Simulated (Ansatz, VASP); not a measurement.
# One calculation of InPt3, two programs

```
In Pt
1.0
     3.99264    0.00000    0.00000
     0.00000    3.99264    0.00000
     0.00000    0.00000    3.99264
In Pt
1 3
Direct
  0.00000 0.00000 0.00000
  0.50000 0.50000 0.00000
  0.00000 0.50000 0.50000
  0.50000 0.00000 0.50000
```

Alike in both runs: task single point; functional LDA; k mesh 10 × 10 × 10; occupations fermi-dirac, width 0.15 eV; no spin polarisation.

|  | VASP | Ansatz |
| --- | --- | --- |
| version | VASP 6.6.1 | Ansatz 0.2.0 |
| potentials or method | VASP PAW LDA potentials, release 64 (In_d, Pt), cutoff 520 eV | scalar-relativistic, plane waves, PAW |
| valence electrons in the cell | 43 | 67 |

VASP gave:

| Item | Value |
| --- | --- |
| gap on the k mesh at the Fermi level (eV) | none |
| pressure (GPa) | -3.8 |

**Question.** Which values does Ansatz return?

**Answer.** gap on the k mesh at the Fermi level (eV): none; pressure (GPa): -4.6.

LDA's correlation is that of Perdew and Zunger in VASP and of Perdew and Wang (1992) in Ansatz. A gap of «none» marks a metal or a gap that the smearing closes. VASP's potentials hold 43 valence electrons a cell and Ansatz's 67, so a difference there can come from the potentials and not from the codes.

Spin-orbit coupling is off throughout.
